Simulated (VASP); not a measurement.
A run of VASP 6.6.1:

The input INCAR:

```
ALGO     = Normal         # electronic algorithm
EDIFF    = 1E-6           # SCF threshold, eV
EDIFFG   = -0.002         # ionic threshold
ENCUT    = 600            # plane-wave cutoff, eV
GGA      = PS             # functional
IBRION   = 2              # ionic algorithm
ISIF     = 3              # what is computed and relaxed
ISMEAR   = -1             # smearing method
LASPH    = T              # aspherical terms in the spheres
LCHARG   = F              # write CHGCAR
LREAL    = F              # projectors in reciprocal space
LWAVE    = F              # write WAVECAR
NELM     = 60             # most SCF steps
NSW      = 100            # ionic steps
PREC     = Accurate       # precision mode
PSTRESS  = 10.0         
SIGMA    = 0.1            # smearing width, eV
```

KPOINTS

```
k-points
0
Gamma
  14 14 14
```

File POSCAR:

```
ScPd
1.0
    3.2666946391      0.0000000000      0.0000000000
    0.0000000000      3.2666946391      0.0000000000
    0.0000000000      0.0000000000      3.2666946391
Sc Pd
1 1
Direct
    0.5000000000      0.5000000000      0.5000000000
    0.0000000000      0.0000000000      0.0000000000
```

Potentials or basis: VASP PAW PBE potentials, release 64 (Sc_sv, Pd).

Run with:

```sh
$ cat potpaw_PBE.64/Sc_sv/POTCAR potpaw_PBE.64/Pd/POTCAR > POTCAR
$ mpirun -np 1 vasp_std > vasp.out
```

Hardware: 1 thread of Intel(R) Xeon(R) Platinum 8259CL CPU @ 2.50GHz (Skylake/Cascade Lake), with other jobs on the host.

How long does it take, and how much memory?

It took 2.8 min on 1 thread of Intel(R) Xeon(R) Platinum 8259CL CPU @ 2.50GHz (Skylake/Cascade Lake) (shared host), peak memory 0.22 GiB. Counts: scf iterations 31, k points 120, ion steps 4.
